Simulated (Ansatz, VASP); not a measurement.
**SiC: VASP beside Ansatz**

```
Si C
1.0
     0.00000    2.17900    2.17900
     2.17900    0.00000    2.17900
     2.17900    2.17900    0.00000
Si C
1 1
Direct
  0.00000 0.00000 0.00000
  0.25000 0.25000 0.25000
```

Alike in both runs: task single point; functional r2SCAN; k mesh 4 × 4 × 4; no spin polarisation.

```csv
,VASP,Ansatz
version,VASP 6.6.1,Ansatz 0.2.0
potentials or method,"VASP PAW PBE potentials, release 64 (Si, C), cutoff 520 eV","plane waves, PAW"
occupations,"gaussian, width 0.01 eV",fixed
valence electrons in the cell,8,8
```

```csv
,VASP,Ansatz,Ansatz less VASP
pressure (GPa),-0.1,0.1,+0.19
```

VASP's potentials were made for PBE, not for r2SCAN.

The k mesh is coarse, so the values compare programs but aren't converged.
